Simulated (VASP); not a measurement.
Write the native input for VASP 6.6.1 that does the following.

* Task: single point
* Functional: PBE
* Potentials or basis: VASP PAW PBE potentials, release 64 (Gd, N)
* Cutoff: 520 eV
* k mesh: 8 × 8 × 8
* Occupations: gaussian, width 0.05 eV
* Spin: collinear spin, antiferromagnetic start
* Starting moments: [7.0, -7.0, 0.0, 0.0] μB
* Hubbard terms: Gd f U = 6.0 eV
* Dipole correction: no
* Further INCAR settings: ALGO = Normal; EDIFF = 1e-06; NBANDS = 35

The structure of GdN lies in POSCAR:

```
GdN
1.0
    4.3247826489      0.0000000000      0.0000000000
    0.0000000000      4.3247826489      0.0000000000
    0.0000000000      0.0000000000      3.5938191369
Gd N
2 2
Direct
    0.5000000000      0.0000000000      0.2439616392
    0.0000000000      0.5000000000      0.7560383608
    0.0000000000      0.0000000000      0.0000000000
    0.5000000000      0.5000000000      0.0000000000
```

These files were run (other wordings do the same):

INCAR

```
SYSTEM = GdN
PREC = Accurate ; ENCUT = 520
EDIFF = 1E-6 ; ISMEAR = 0
SIGMA = 0.05 ; LREAL = .FALSE.
LASPH = .TRUE. ; NELM = 150
ALGO = Normal ; ISIF = 2
LWAVE = .FALSE. ; LCHARG = .TRUE.
ISPIN = 2 ; MAGMOM = 7 -7 0 0
LORBIT = 11 ; LMAXMIX = 6
LDAU = .TRUE. ; LDAUTYPE = 2
LDAUL = 3 -1 ; LDAUU = 6 0
LDAUJ = 0 0 ; LDAUPRINT = 1
GGA = PE ; LELF = .TRUE.
LVHAR = .TRUE. ; NBANDS = 35
```

KPOINTS

```
Automatic mesh
0
G
  8 8 8
  0 0 0
```

Potentials or basis: VASP PAW PBE potentials, release 64 (Gd, N).

Run with:

```console
$ cat potpaw_PBE.64/Gd/POTCAR potpaw_PBE.64/N/POTCAR > POTCAR
$ mpirun -np 1 vasp_std > vasp.out
```

Results of the run:

```yaml
Pressure: 0.1 GPa
Largest_force: 0.051 eV/Å
Band_gap_on_the_k_mesh: 0.66 eV (least direct gap 0.95 eV)
Net_moment: 0.00 μB per cell
Site_moments: Gd +6.85, -6.85; N +0.00 μB
Valence_electrons_inside_the_program's_atomic_spheres: Gd 15.27; N 3.65
```

Caveat: spin-orbit coupling is left out, which moves the levels of the heavy elements.

Run time: 9.2 min on 1 thread of Intel(R) Xeon(R) Platinum 8488C (Sapphire Rapids) (shared host), peak memory 0.39 GiB.
